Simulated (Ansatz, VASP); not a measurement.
**KI: VASP beside Ansatz**

```
K I
1.0
     6.14408    0.00000    0.00000
     0.00000    6.14408    0.00000
     0.00000    0.00000    4.33805
K I
2 2
Direct
  0.00000 0.00000 0.00000
  0.50000 0.50000 0.00000
  0.50000 0.00000 0.51375
  0.00000 0.50000 0.48625
```

Alike in both runs: task single point; functional PBE; k mesh 4 × 4 × 6; occupations gaussian, width 0.02 eV; no spin polarisation.

|  | VASP | Ansatz |
| --- | --- | --- |
| version | VASP 6.6.1 | Ansatz 0.2.0 |
| potentials or method | VASP PAW PBE potentials, release 64 (K_sv, I), cutoff 520 eV | scalar-relativistic, plane waves, PAW |
| valence electrons in the cell | 32 | 52 |

Ansatz gave:

| Quantity | Value |
| --- | --- |
| gap on the k mesh at the Fermi level (eV) | 3.25 |
| least direct gap on the mesh (eV) | 3.25 |

**Question.** Estimate VASP's values.

**Answer.** gap on the k mesh at the Fermi level (eV): 3.24; least direct gap on the mesh (eV): 3.24.

VASP's potentials hold 32 valence electrons a cell and Ansatz's 52, so a difference there can come from the potentials and not from the codes.

Neither program's run includes spin-orbit coupling.
